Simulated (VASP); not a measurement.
**Si5Sn: single point with PBE**

Crystal: Si5Sn.

```xyz
6
Lattice="5.2751 0.0000 0.0000 -2.6376 4.5684 0.0000 0.0000 0.0000 4.3316" Properties=species:S:1:pos:R:3 pbc="T T T"
Si    1.3188    2.2842    0.0000
Si    0.0000    3.0456    2.1658
Si   -1.3188    2.2842    0.0000
Si    2.6376    0.0000    0.0000
Si    2.6376    1.5228    2.1658
Sn    0.0000    0.0000    2.1658
```

The cell was built from a structure type or drawn by symmetry, and may not be a known phase.

```json
{
  "Program": "VASP 6.6.1",
  "Task": "single point",
  "Functional": "PBE",
  "Potentials or basis": "VASP PAW PBE potentials, release 64 (Si, Sn_d)",
  "Cutoff": "520 eV",
  "k mesh": "12 × 12 × 8",
  "Occupations": "gaussian, width 0.1 eV",
  "Spin": "no spin polarisation",
  "Dipole correction": "no",
  "Further INCAR settings": "ALGO = Normal; EDIFF = 1e-07; NBANDS = 26"
}
```

The pressure is 0.0 GPa. The band gap on the k mesh is zero (bands 17 and 18 overlap by 3.70 eV).

Levels at points of the mesh, in eV from the Fermi level:
| k point | band 15 | band 16 | band 17 | band 18 | band 19 | band 20 |
| --- | --- | --- | --- | --- | --- | --- |
| (0.00, 0.00, 0.00) | -1.07 | -0.68 | 0.29 | 0.29 | 1.02 | 1.02 |
| (0.50, 0.00, 0.00) | -1.54 | -0.84 | -0.57 | -0.19 | -0.12 | 0.40 |
| (0.00, 0.00, 0.50) | -2.99 | -2.99 | -2.85 | -2.85 | -1.14 | 3.25 |
| (0.50, 0.00, 0.50) | 0.06 | 0.34 | 0.52 | 0.64 | 1.45 | 1.48 |

It took 2 min on 1 thread of AMD EPYC 9R45 96-Core Processor (Zen 5) (shared host), peak memory 0.33 GiB.

Caveat: spin-orbit coupling is left out, which moves the levels of the heavy elements.
